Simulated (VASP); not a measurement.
# CuO (Cc) in VASP: notebook, part 3 of 3

VASP 6.6.1. Earlier steps stand in the parts before.

### 6 Single point, PBEsol+U

This run uses another cell than the first one, of 10.16 Å³/atom.

INCAR

```
SYSTEM = CuO
ALGO = Normal
EDIFF = 1E-6
ENCUT = 520
GGA = PS
ISIF = 2
ISMEAR = -1
LASPH = .True.
LCHARG = .False.
LDAU = .True.
LDAUJ = 0 0
LDAUL = 2 -1
LDAUPRINT = 1
LDAUTYPE = 2
LDAUU = 1 0
LMAXMIX = 4
LREAL = .False.
LWAVE = .False.
NBANDS = 25
NELM = 150
PREC = Accurate
SIGMA = 0.05
```

KPOINTS

```
k-points
0
Gamma
  10 10 5
  0 0 0
```

POSCAR

```
CuO
1.0
    2.3446500000     -1.7134000000      0.0000000000
    2.3446500000      1.7134000000      0.0000000000
   -0.8605543552      0.0000000000      5.0594363927
Cu O
2 2
Direct
    0.4968000000      0.0032000000      0.5000000000
    0.0032000000      0.4968000000      0.0000000000
    0.4056000000      0.5714000000      0.7537000000
    0.5714000000      0.4056000000      0.2537000000
```

Potentials or basis: VASP PAW PBE potentials, release 64 (Cu, O).

Run with:

```console
$ cat potpaw_PBE.64/Cu/POTCAR potpaw_PBE.64/O/POTCAR > POTCAR
$ mpirun -np 1 vasp_std > vasp.out
```

OUTCAR:

```text
SYSTEM = CuO
   EDIFF = 1E-6
   ENCUT = 520
   GGA = PS
   ISIF = 2
   ISMEAR = -1
   LASPH = .True.
   LREAL = .False.
   NELM = 150
   PREC = Accurate

 ion  position               nearest neighbor table
   1  0.497  0.003  0.500-   4 1.91   3 1.93   4 1.98   3 2.02
   2  0.003  0.497  0.000-   3 1.91   4 1.93   3 1.98   4 2.02
   3  0.406  0.571  0.754-   2 1.91   1 1.93   2 1.98   1 2.02
   4  0.571  0.406  0.254-   1 1.91   2 1.93   1 1.98   2 2.02

  LATTYP: Found a base centered monoclinic cell.
 ALAT       =     4.6893000000
 B/A-ratio  =     0.7307700510
 C/A-ratio  =     1.0944277397
 COS(beta)  =    -0.1676807457

  Lattice vectors:

 A1 = (   2.3446500000,  -1.7134000000,   0.0000000000)
 A2 = (   2.3446500000,   1.7134000000,   0.0000000000)
 A3 = (  -0.8605543552,   0.0000000000,   5.0594363927)

Analysis of symmetry for initial positions (statically):
=====================================================================
 Subroutine PRICEL returns:
 Original cell was already a primitive cell.

 Routine SETGRP: Setting up the symmetry group for a
 base centered monoclinic supercell.

 Subroutine GETGRP returns: Found  2 space group operations
[... 243 lines left out ...]
 val. band max:        5.4066203311   @ k =   0.4000   0.2000   0.4000
 cond. band min:       5.4082573831   @ k =   0.3000   0.2000   0.4000
 fundamental gap:      0.0016370520
 Fermi energy:         5.4079255440

 k-point     1 :       0.0000    0.0000    0.0000
  band No.  band energies     occupation
      1     -14.3608      2.00000
      2     -13.0146      2.00000
      3      -2.7379      2.00000
      4      -0.1530      2.00000
      5       0.2012      2.00000
      6       1.8930      2.00000
[... 661 lines left out ...]
     24      18.7262      0.00000
     25      19.7644      0.00000

 [... further k-points ...]

------------------------ aborting loop because EDIFF is reached ----------------------------------------

  FORCE on cell =-STRESS in cart. coord.  units (eV):
  Direction    XX          YY          ZZ          XY          YZ          ZX
  --------------------------------------------------------------------------------------
  -------------------------------------------------------------------------------------
  Total       -0.8024252     -0.2375361     -1.1264727      0.0000000      0.0000000     -0.2589956
  in kB      -31.6261442     -9.3620584    -44.3978900      0.0000000      0.0000000    -10.2078453
  external PRESSURE =     -28.4620309 kB  Pullay stress =       0.0000000 kB

 VOLUME and BASIS-vectors are now :
 -----------------------------------------------------------------------------
  energy-cutoff  :      520.00
  volume of cell :       40.65
      direct lattice vectors                 reciprocal lattice vectors
     2.344650000 -1.713400000  0.000000000     0.213251445 -0.291817439  0.036271720
     2.344650000  1.713400000  0.000000000     0.213251445  0.291817439  0.036271720
    -0.860554355  0.000000000  5.059436393     0.000000000  0.000000000  0.197650474

 POSITION                                       TOTAL-FORCE (eV/Angst)
 -----------------------------------------------------------------------------------
      0.74205     -0.84573      2.52972        -0.606582     -0.325772      0.234209
      1.17233      0.84573      0.00000        -0.606582      0.325772      0.234209
      1.64212      0.28408      3.81330         0.606582     -0.355498     -0.234209
      2.07240     -0.28408      1.28358         0.606582      0.355498     -0.234209
 -----------------------------------------------------------------------------------
    total drift:                               -0.000055      0.000000     -0.000634

  FREE ENERGIE OF THE ION-ELECTRON SYSTEM (eV)
  ---------------------------------------------------
  free  energy   TOTEN  =       -20.5966754138 eV

  energy  without entropy=      -20.5779114185  energy(sigma->0) =      -20.58729342
```

Wall time 80 s (1 thread of AMD EPYC 9R45 (Zen 5), shared host); peak memory 0.21 GiB.

What came out:

```
Free energy            : -20.5967 eV
Pressure               : -2.8 GPa
Largest force          : 0.741 eV/Å
Band gap on the k mesh : zero (bands 17 and 18 overlap by 0.62 eV)
```

Forces in eV/Å, atoms in the order of the input:
```
Cu  -0.607 -0.326  0.234
Cu  -0.607  0.326  0.234
O    0.607 -0.355 -0.234
O    0.607  0.355 -0.234
```

Levels at points of the mesh, in eV from the Fermi level:
```tsv
k point	band 14	band 15	band 16	band 17	band 18	band 19	band 20	band 21
(0.00, 0.00, 0.00)	-2.39	-2.26	-1.79	0.23	0.94	1.70	6.02	8.17
(0.50, 0.00, 0.00)	-1.72	-1.57	-1.49	-0.02	0.31	4.91	6.32	6.97
(0.50, 0.50, 0.00)	-2.28	-1.73	-1.35	-0.70	1.09	3.38	7.06	8.60
```

Eigenvalues of the final occupation matrices:
```tsv
site	spin	trace	eigenvalues
site 1 d	1	4.59	0.78 0.93 0.96 0.96 0.97
site 1 d	2	4.59	0.78 0.93 0.96 0.96 0.97
site 2 d	1	4.59	0.78 0.93 0.96 0.96 0.97
site 2 d	2	4.59	0.78 0.93 0.96 0.96 0.97
```

Caveat: the PAW data sets were made with another functional, which shifts forces and pressure a little; U without spin polarisation on a metal has little footing.

### 7 The runs side by side

| task | level | U | cell | k mesh | cutoff (eV) | gap on the mesh (eV) | pressure (GPa) | largest force (eV/Å) |
| --- | --- | --- | --- | --- | --- | --- | --- | --- |
| relaxation of the atoms | PBE | - | atoms relaxed from a = 2.933, b = 2.933, c = 5.134 Å, angles 97.9, 97.9, 72.3°, 4 atoms | 8 × 8 × 5 | 520 | none | 4.0 | 0.01 |
| relaxation of cell and atoms | PBE | - | relaxed to 10 GPa from a = 2.904, b = 2.904, c = 5.132 Å, angles 97.8, 97.8, 72.3°, 4 atoms | 10 × 10 × 5 | 600 | none | 9.9 | 0.01 |
| relaxation of cell and atoms | PBE | - | relaxed to 20 GPa from a = 2.904, b = 2.904, c = 5.132 Å, angles 97.8, 97.8, 72.3°, 4 atoms | 10 × 10 × 5 | 600 | none | 20.1 | 0.01 |
| relaxation of cell and atoms | PBE | - | relaxed to 30 GPa from a = 2.904, b = 2.904, c = 5.132 Å, angles 97.8, 97.8, 72.3°, 4 atoms | 10 × 10 × 5 | 600 | none | 29.9 | 0.01 |
| single point | PBEsol+U | Cu d U = 1.0 eV | a = 2.904, b = 2.904, c = 5.132 Å, angles 97.8, 97.8, 72.3°, 4 atoms | 10 × 10 × 5 | 520 | none | -2.8 | 0.74 |

Alike in all rows: potentials or basis VASP PAW PBE potentials, release 64 (Cu, O); no spin polarisation; smearing fermi-dirac 0.05 eV.

Caveats: semilocal functionals often make such compounds metallic where correlation or magnetic order opens a gap, which also shifts bond lengths (at least some runs); the cell is relaxed towards a set pressure, so the run minimises the enthalpy, not the energy (at least some runs); the volume moved by over 15 % at a fixed basis, so the end points are rough (at least some runs); the PAW data sets were made with another functional, which shifts forces and pressure a little (at least some runs); U without spin polarisation on a metal has little footing (at least some runs).

Total energies depend on the potentials used, so only differences within one code and one set of settings carry meaning.

The gap in the log of VASP goes by the Fermi energy; the results here count the filled bands.